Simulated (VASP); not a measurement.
Si2Mo (fluorite type): single point with PBE

Si2Mo (fluorite type):

```
Mo Si
1.0
     0.00000    2.93031    2.93031
     2.93031    0.00000    2.93031
     2.93031    2.93031    0.00000
Mo Si
1 2
Direct
  0.00000 0.00000 0.00000
  0.25000 0.25000 0.25000
  0.75000 0.75000 0.75000
```

```yaml
Program: VASP 6.6.1
Task: single point
Functional: PBE
Potentials_or_basis: VASP PAW PBE potentials, release 64 (Mo_sv, Si)
Cutoff: 520 eV
k_mesh: 9 × 9 × 9
Occupations: fermi-dirac, width 0.1 eV
Spin: no spin polarisation
Dipole_correction: no
Further_INCAR_settings: ALGO = Normal; EDIFF = 1e-06; NBANDS = 18
```

- Pressure: 0.1 GPa
- Band gap on the k mesh: zero (bands 11 and 12 overlap by 1.23 eV)

Levels at points of the mesh, in eV from the Fermi level:
| k point | band 8 | band 9 | band 10 | band 11 | band 12 | band 13 | band 14 | band 15 |
| --- | --- | --- | --- | --- | --- | --- | --- | --- |
| (0.00, 0.00, 0.00) | -4.36 | -2.27 | -1.02 | -1.02 | 3.84 | 3.84 | 3.84 | 4.70 |

Wall time 72 s on 1 thread of Intel Xeon 8259CL, with other jobs on the host, peak memory 0.18 GiB.
